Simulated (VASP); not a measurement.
## Cl: single point with PBE+D3(BJ)

Cl:

```
CELL_PARAMETERS angstrom
9.91596 0.00000 0.00000
0.00000 9.91596 0.00000
0.00000 0.00000 9.91596
ATOMIC_POSITIONS crystal
Cl 0.75841 0.02752 0.49893
Cl 0.86973 0.06008 0.68842
Cl 0.51939 0.70668 0.22955
Cl 0.67111 0.62108 0.13739
Cl 0.28741 0.35967 0.45744
Cl 0.24682 0.44055 0.27146
Cl 0.44581 0.87175 0.92191
Cl 0.51826 0.94606 0.75884
Cl 0.25345 0.52290 0.91586
Cl 0.13221 0.62328 0.05949
Cl 0.43838 0.44641 0.74655
Cl 0.44584 0.24262 0.72433
Cl 0.92536 0.87516 0.12024
Cl 0.84258 0.91490 0.93331
Cl 0.29348 0.00411 0.33087
Cl 0.29134 0.00011 0.13730
Cl 0.76993 0.37495 0.46198
Cl 0.98064 0.39162 0.48319
Cl 0.89435 0.71711 0.68964
Cl 0.07638 0.69889 0.63049
```

```json
{
  "Program": "VASP 6.6.1",
  "Task": "single point",
  "Functional": "PBE",
  "Dispersion": "D3(BJ)",
  "Potentials or basis": "VASP PAW PBE potentials, release 64 (Cl)",
  "Cutoff": "520 eV",
  "k mesh": "1 × 1 × 1",
  "Occupations": "fermi-dirac, width 0.05 eV",
  "Spin": "no spin polarisation"
}
```

```json
{
  "Pressure": "0.1 GPa",
  "Largest force": "2.227 eV/Å",
  "Band gap on the k mesh": "1.06 eV",
  "Dispersion energy per atom": "-0.084 eV"
}
```

Forces in eV/Å, atoms in the order of the input:
```
Cl   1.075  0.255  1.813
Cl  -1.204 -0.255 -1.857
Cl  -0.609  0.365  0.390
Cl   0.566 -0.415 -0.384
Cl  -0.115  0.186 -0.649
Cl   0.081 -0.110  0.581
Cl  -0.607 -0.660  1.334
Cl   0.709  0.548 -1.738
Cl  -0.391  0.537  0.665
Cl   0.361 -0.414 -0.645
Cl   0.156 -0.371 -0.127
Cl   0.093  0.220  0.136
Cl  -0.439  0.249 -0.613
Cl   0.508  0.083  1.005
Cl  -0.068  0.029  1.804
Cl  -0.066  0.025 -1.510
Cl   1.248  0.285  0.125
Cl  -1.387 -0.280 -0.082
Cl  -1.788 -0.203  0.363
Cl   1.877 -0.072 -0.610
```

Stress tensor (GPa, compression positive):
```
-0.12 -0.11 -1.02
-0.11  0.07 -0.01
-1.02 -0.01  0.31
```

Levels at points of the mesh, in eV from the valence-band top:
```csv
k point,band 68,band 69,band 70,band 71,band 72,band 73
"(0.00, 0.00, 0.00)",-0.20,-0.11,0.00,1.06,1.82,2.12
```

Wall time 2.4 min on 1 thread of Intel(R) Xeon(R) Platinum 8488C (Sapphire Rapids), on a shared host, peak memory 0.82 GiB.

Caveat: the k points lie up to 0.63 Å⁻¹ apart.
